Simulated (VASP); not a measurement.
Crystal: Al.

```xyz
1
Lattice="-1.4020 1.4020 1.4020 1.4020 -1.4020 1.4020 1.4020 1.4020 -1.4020" Properties=species:S:1:pos:R:3 pbc="T T T"
Al    0.0000    0.0000    0.0000
```

This isn't the form of Al at room conditions, which is fcc.

Base run:

```yaml
Program: VASP 6.6.1
Functional: LDA
Potentials_or_basis: VASP PAW LDA potentials, release 64 (Al)
Cutoff: 500 eV
k_mesh: 19 × 19 × 19
Occupations: fermi-dirac, width 0.08 eV
Spin: no spin polarisation
```

Its results: band gap on the k mesh zero (an odd number of electrons rules out a gap without spin polarisation); pressure 65.6 GPa.

Q: The run is repeated on the same cell with these changes: occupations from fermi-dirac, width 0.08 eV to tetrahedron. What comes out?

A: Band gap on the k mesh zero (an odd number of electrons rules out a gap without spin polarisation); pressure 65.2 GPa.

Caveats: the cell stands under pressure; tetrahedron occupations give inexact forces and stress in metals (at least some runs).
